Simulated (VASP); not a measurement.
# CaO in VASP: a series of runs

CaO is run at these levels: LDA; tasks: single point.

Program: VASP 6.6.1. These are calculated values, not measurements. Logs are shortened: lines on timing, memory, paths and dates and some standing lists are left out, and cuts for length are marked.

### Step 1. The cell of the first run

The cell holds a slab with vacuum, 4 atoms: a = 3.329 Å, b = 3.329 Å, c = 18.077 Å, α = 90.00°, β = 90.00°, γ = 120.00°.

### Step 2. Single point, LDA

INCAR reads:

```
PREC = Accurate
ENCUT = 520
EDIFF = 1E-7
ISMEAR = 0
SIGMA = 0.05
LREAL = F
LASPH = T
NELM = 100
ALGO = Normal
ISIF = 2
LWAVE = F
LCHARG = F
LDIPOL = T
IDIPOL = 3
DIPOL = 0.5 0.5 0.507
GGA = CA
NBANDS = 24
```

KPOINTS reads:

```
Automatic mesh
0
Gamma
  9 9 1
```

POSCAR reads:

```
CaO
1.0
    3.3291210616      0.0000000000      0.0000000000
   -1.6645605308      2.8831034116      0.0000000000
    0.0000000000      0.0000000000     18.0773239464
O Ca
2 2
Direct
    0.3333333333      0.6666666667      0.3872254555
    0.0000000000      0.0000000000      0.5618096376
    0.6666666667      0.3333333333      0.4624084852
    0.3333333333      0.6666666667      0.6170940928
```

Potentials or basis: VASP PAW LDA potentials, release 64 (O, Ca_sv).

Launch:

```
> cat potpaw_LDA.64/O/POTCAR potpaw_LDA.64/Ca_sv/POTCAR > POTCAR
> mpirun -np 1 vasp_std > vasp.out
```

OUTCAR:

```text
PREC = Accurate
   ENCUT = 520
   EDIFF = 1E-7
   ISMEAR = 0
   LREAL = F
   LASPH = T
   NELM = 100
   ISIF = 2
   GGA = CA

 ion  position               nearest neighbor table
   1  0.333  0.667  0.387-   3 2.35   3 2.35   3 2.35
   2  0.000  0.000  0.562-   4 2.17   4 2.17   4 2.17
   3  0.667  0.333  0.462-   1 2.35   1 2.35   1 2.35
   4  0.333  0.667  0.617-   2 2.17   2 2.17   2 2.17

  LATTYP: Found a hexagonal cell.
 ALAT       =     3.3291210616
 C/A-ratio  =     5.4300590492

  Lattice vectors:

 A1 = (   3.3291210616,   0.0000000000,   0.0000000000)
 A2 = (  -1.6645605308,   2.8831034116,   0.0000000000)
 A3 = (   0.0000000000,   0.0000000000,  18.0773239464)

Analysis of symmetry for initial positions (statically):
=====================================================================
 Subroutine PRICEL returns:
 Original cell was already a primitive cell.

 Routine SETGRP: Setting up the symmetry group for a
 hexagonal supercell.

 Subroutine GETGRP returns: Found  6 space group operations
 (whereof  6 operations were pure point group operations)
 out of a pool of 24 trial point group operations.

The static configuration has the point symmetry C_3v.

Analysis of symmetry for dynamics (positions and initial velocities):
=====================================================================
 Subroutine PRICEL returns:
 Original cell was already a primitive cell.

 Routine SETGRP: Setting up the symmetry group for a
 hexagonal supercell.

 Subroutine GETGRP returns: Found  6 space group operations
 (whereof  6 operations were pure point group operations)
 out of a pool of 24 trial point group operations.

The dynamic configuration has the point symmetry C_3v.

 Subroutine INISYM returns: Found  6 space group operations
 (whereof  6 operations are pure point group operations),
 and found     1 'primitive' translations

----------------------------------------------------------------------------------------

                                     Primitive cell

  volume of cell :     173.5098

  direct lattice vectors                    reciprocal lattice vectors
     3.329121062  0.000000000  0.000000000     0.300379584  0.173424234  0.000000000
    -1.664560531  2.883103412  0.000000000     0.000000000  0.346848468  0.000000000
     0.000000000  0.000000000 18.077323946     0.000000000  0.000000000  0.055317922

  length of vectors
     3.329121062  3.329121062 18.077323946     0.346848468  0.346848468  0.055317922

  position of ions in fractional coordinates (direct lattice)
     0.333333333  0.666666667  0.387225456
     0.000000000  0.000000000  0.561809638
     0.666666667  0.333333333  0.462408485
     0.333333333  0.666666667  0.617094093

  ion indices of the primitive-cell ions
   primitive index   ion index
                 1           1
                 2           2
                 3           3
                 4           4

----------------------------------------------------------------------------------------

 KPOINTS: Automatic mesh

Automatic generation of k-mesh.
 Grid dimensions read from file:
 generate k-points for:    9    9    1

 Generating k-lattice:

  Cartesian coordinates                     Fractional coordinates (reciprocal lattice)
     0.033375509  0.019269359  0.000000000     0.111111111  0.000000000  0.000000000
     0.000000000  0.038538719  0.000000000     0.000000000  0.111111111  0.000000000
     0.000000000  0.000000000  0.055317922     0.000000000  0.000000000  1.000000000

  Length of vectors
     0.038538719  0.038538719  0.055317922

  Shift w.r.t. Gamma in fractional coordinates (k-lattice)
     0.000000000  0.000000000  0.000000000

 Subroutine IBZKPT returns following result:
 ===========================================

 Found     12 irreducible k-points:

 Following reciprocal coordinates:
            Coordinates               Weight
  0.000000  0.000000  0.000000      1.000000
  0.111111  0.000000  0.000000      6.000000
  0.222222  0.000000  0.000000      6.000000
  0.333333  0.000000  0.000000      6.000000
  0.444444  0.000000  0.000000      6.000000
  0.111111  0.111111  0.000000      6.000000
  0.222222  0.111111  0.000000     12.000000
  0.333333  0.111111  0.000000     12.000000
  0.444444  0.111111  0.000000      6.000000
  0.222222  0.222222  0.000000      6.000000
  0.333333  0.222222  0.000000     12.000000
  0.333333  0.333333  0.000000      2.000000
   k-points           NKPTS =     12   k-points in BZ     NKDIM =     12   number of bands    NBANDS=     24
   number of dos      NEDOS =    301   number of ions     NIONS =      4
   total plane-waves  NPLWV = 109760
   dimension x,y,z NGX =    28 NGY =   28 NGZ =  140
   dimension x,y,z NGXF=    56 NGYF=   56 NGZF=  280
   ions per type =               2   2
   NGX,Y,Z   is equivalent  to a cutoff of  13.98, 13.98, 12.87 a.u.
   NGXF,Y,Z  is equivalent  to a cutoff of  27.96, 27.96, 25.75 a.u.
 SYSTEM =  unknown system
   PREC   = accura    normal or accurate (medium, high low for compatibility)
   ISTART =      0    job   : 0-new  1-cont  2-samecut
   ICHARG =      2    charge: 1-file 2-atom 10-const
   ISPIN  =      1    spin polarized calculation?
   LNONCOLLINEAR =      F non collinear calculations
   LSORBIT =      F    spin-orbit coupling
   LASPH  =      T    aspherical Exc in radial PAW
   ENCUT  =  520.0 eV  38.22 Ry    6.18 a.u.   6.19  6.19 33.61*2*pi/ulx,y,z
   NELM   =    100;   NELMIN=  2; NELMDL= -5     # of ELM steps
   EDIFF  = 0.1E-06   stopping-criterion for ELM
   LREAL  =      F    real-space projection
   EDIFFG = 0.1E-05   stopping-criterion for IOM
   NSW    =      0    number of steps for IOM
   IBRION =     -1    ionic relax: 0-MD 1-quasi-New 2-CG
   NFREE  =      0    steps in history (QN), initial steepest desc. (CG)
   ISIF   =      2    stress and relaxation
   ISYM   =      2    0-nonsym 1-usesym 2-fastsym
   POTIM  = 0.5000    time-step for ionic-motion
   TEBEG  =    0.0;   TEEND  =   0.0 temperature during run
   PSTRESS=    0.0 pullay stress
   NELECT =      32.0000    total number of electrons
   NUPDOWN=      -1.0000    fix difference up-down
   EMIN   =  10.00;   EMAX   =-10.00  energy-range for DOS
   EFERMI =   0.00;   METHOD = LEGACY
   ISMEAR =     0;   SIGMA  =   0.05  broadening in eV -4-tet -1-fermi 0-gaus
   EFERMI_NEDOS =   21; number of points for ismear=-14 and -15
   IALGO  =     38    algorithm
   IMIX   =      4    mixing-type and parameters
     AMIX     =   0.40;   BMIX     =  1.00
     AMIX_MAG =   1.60;   BMIX_MAG =  1.00
  volume/ion in A,a.u.               =      43.38       292.73
  Fermi-wavevector in a.u.,A,eV,Ry     =   0.931859  1.760958 11.814770  0.868361
  Thomas-Fermi vector in A             =   2.058396
   LORBIT       =      0    0 simple, 1 ext, 2 COOP (PROOUT), +10 PAW based schemes
   GGA     = CA    functional components
   LHFCALC =     F    Hartree Fock is set to
   AEXX    =    0.0000 exact exchange contribution
   IVDW    =     0    specifies the selected vdW correction
   LEPSILON=     F    determine dielectric tensor
   LRPA    =     F    only Hartree local field effects (RPA)
 non-spin polarized calculation
 Gauss-broadening in eV      SIGMA  =   0.05
  energy-cutoff  :      520.00
  volume of cell :      173.51
 maximum number of plane-waves:      4699
 NGX is ok and might be reduce to    28
   NGX = 13   NGY = 13   NGZ = 67

 dipolmoment           0.000000      0.000000      0.025772 electrons x Angstroem

 number of electron      31.9999997 magnetization

 dipolmoment           0.000000      0.000000     -0.317305 electrons x Angstroem

 Free energy of the ion-electron system (eV)
  ---------------------------------------------------
  ext. energy  EPLUGINS =         0.00000000
  ---------------------------------------------------
  free energy    TOTEN  =       -22.93421883 eV

  energy without entropy =      -22.92669704  energy(sigma->0) =      -22.93045793

 E-fermi :  -3.2363     XC(G=0):  -4.6203

 val. band max:       -3.2546796661   @ k =   0.3333   0.0000   0.0000
 cond. band min:      -3.2133664324   @ k =   0.2222   0.0000   0.0000
 fundamental gap:      0.0413132336
 Fermi energy:        -3.2363055715

 k-point     1 :       0.0000    0.0000    0.0000
  band No.  band energies     occupation
      1     -43.9203      2.00000
      2     -41.6515      2.00000
      3     -25.6847      2.00000
      4     -25.0276      2.00000
      5     -25.0276      2.00000
      6     -23.2140      2.00000
[... 16 lines left out ...]
     23       1.1495      0.00000
     24       2.1747      0.00000

 k-point     2 :       0.1111    0.0000    0.0000
  band No.  band energies     occupation
      1     -43.9087      2.00000
      2     -41.6415      2.00000
      3     -25.6828      2.00000
      4     -25.1311      2.00000
      5     -25.0465      2.00000
      6     -23.1785      2.00000
[... 16 lines left out ...]
     23       1.3583      0.00000
     24       2.2994      0.00000

 k-point     3 :       0.2222    0.0000    0.0000
  band No.  band energies     occupation
      1     -43.8791      2.00000
      2     -41.6161      2.00000
      3     -25.7469      2.00000
      4     -25.2957      2.00000
      5     -25.0940      2.00000
      6     -23.1169      2.00000
[... 16 lines left out ...]
     23       1.7981      0.00000
     24       2.2425      0.00000

 k-point     4 :       0.3333    0.0000    0.0000
  band No.  band energies     occupation
      1     -43.8452      2.00000
      2     -41.5871      2.00000
      3     -25.9497      2.00000
      4     -25.3156      2.00000
      5     -25.1473      2.00000
      6     -23.3225      2.00000
[... 16 lines left out ...]
     23       2.2695      0.00000
     24       2.6456      0.00000

 k-point     5 :       0.4444    0.0000    0.0000
  band No.  band energies     occupation
      1     -43.8229      2.00000
      2     -41.5680      2.00000
      3     -26.1097      2.00000
      4     -25.2843      2.00000
      5     -25.1817      2.00000
      6     -23.4687      2.00000
[... 16 lines left out ...]
     23       2.4357      0.00000
     24       2.7130      0.00000

 k-point     6 :       0.1111    0.1111    0.0000
  band No.  band energies     occupation
      1     -43.8881      2.00000
      2     -41.6238      2.00000
      3     -25.7114      2.00000
      4     -25.2569      2.00000
      5     -25.0896      2.00000
      6     -23.1212      2.00000
[... 16 lines left out ...]
     23       1.6455      0.00000
     24       2.2597      0.00000

 k-point     7 :       0.2222    0.1111    0.0000
  band No.  band energies     occupation
      1     -43.8563      2.00000
      2     -41.5966      2.00000
      3     -25.8532      2.00000
      4     -25.3166      2.00000
      5     -25.1623      2.00000
      6     -23.2179      2.00000
[... 16 lines left out ...]
     23       2.0962      0.00000
     24       2.4567      0.00000

 k-point     8 :       0.3333    0.1111    0.0000
  band No.  band energies     occupation
      1     -43.8282      2.00000
      2     -41.5725      2.00000
      3     -26.0316      2.00000
      4     -25.2956      2.00000
      5     -25.2236      2.00000
      6     -23.3914      2.00000
[... 16 lines left out ...]
     23       2.4940      0.00000
     24       2.9538      0.00000

 k-point     9 :       0.4444    0.1111    0.0000
  band No.  band energies     occupation
      1     -43.8170      2.00000
      2     -41.5629      2.00000
      3     -26.1057      2.00000
      4     -25.2850      2.00000
      5     -25.2416      2.00000
      6     -23.4579      2.00000
[... 16 lines left out ...]
     23       2.3724      0.00000
     24       3.0153      0.00000

 k-point    10 :       0.2222    0.2222    0.0000
  band No.  band energies     occupation
      1     -43.8303      2.00000
      2     -41.5743      2.00000
      3     -25.9715      2.00000
      4     -25.3064      2.00000
      5     -25.2697      2.00000
      6     -23.3214      2.00000
[... 16 lines left out ...]
     23       2.5862      0.00000
     24       2.7813      0.00000

 k-point    11 :       0.3333    0.2222    0.0000
  band No.  band energies     occupation
      1     -43.8132      2.00000
      2     -41.5596      2.00000
      3     -26.0385      2.00000
      4     -25.3890      2.00000
      5     -25.2567      2.00000
      6     -23.3695      2.00000
[... 16 lines left out ...]
     23       2.7384      0.00000
     24       3.3274      0.00000

 k-point    12 :       0.3333    0.3333    0.0000
  band No.  band energies     occupation
      1     -43.8072      2.00000
      2     -41.5545      2.00000
      3     -26.0163      2.00000
      4     -25.4763      2.00000
      5     -25.2467      2.00000
      6     -23.2852      2.00000
[... 16 lines left out ...]
     23       3.1216      0.00000
     24       3.6460      0.00000

------------------------ aborting loop because EDIFF is reached ----------------------------------------

 vacuum level on the upper side and lower side of the slab       (xc-potential included)        -3.150         2.770

  FORCE on cell =-STRESS in cart. coord.  units (eV):
  Direction    XX          YY          ZZ          XY          YZ          ZX
  --------------------------------------------------------------------------------------
  -------------------------------------------------------------------------------------
  Total        1.4205000      1.4205000     -4.4384254     -0.0000000     -0.0000000      0.0000000
  in kB       13.1167990     13.1167990    -40.9841149     -0.0000000     -0.0000000      0.0000000
  external PRESSURE =      -4.9168390 kB  Pullay stress =       0.0000000 kB

 VOLUME and BASIS-vectors are now :
 -----------------------------------------------------------------------------
  energy-cutoff  :      520.00
  volume of cell :      173.51
      direct lattice vectors                 reciprocal lattice vectors
     3.329121062  0.000000000  0.000000000     0.300379584  0.173424234  0.000000000
    -1.664560531  2.883103412  0.000000000     0.000000000  0.346848468  0.000000000
     0.000000000  0.000000000 18.077323946     0.000000000  0.000000000  0.055317922

 POSITION                                       TOTAL-FORCE (eV/Angst)
 -----------------------------------------------------------------------------------
     -0.00000      1.92207      7.00000        -0.000000      0.000000      3.379072
      0.00000      0.00000     10.15601        -0.000000      0.000000     -0.068801
      1.66456      0.96103      8.35911         0.000000     -0.000000     -3.410947
     -0.00000      1.92207     11.15541         0.000000      0.000000      0.100676
 -----------------------------------------------------------------------------------
    total drift:                                0.000000      0.000000     -0.000230

  FREE ENERGIE OF THE ION-ELECTRON SYSTEM (eV)
  ---------------------------------------------------
  free  energy   TOTEN  =       -22.9342188295 eV

  energy  without entropy=      -22.9266970389  energy(sigma->0) =      -22.93045793

 vacuum level on the upper side and lower side of the slab         0.363         6.450
```

Run time: 88 s. Hardware: 1 thread of AMD EPYC 7R13 (Zen 3), shared host; peak memory 0.23 GiB.

Results:

* Free energy: -22.9342 eV
* Largest force: 3.411 eV/Å
* Band gap on the k mesh: zero (band 16 reaches -3.18 eV, above the bottom of band 17 at -3.21 eV)

Forces in eV/Å, atoms in the order of the input:
```
O    0.000  0.000  3.379
O    0.000  0.000 -0.069
Ca   0.000  0.000 -3.411
Ca   0.000  0.000  0.101
```

[end of part 1 of 2]
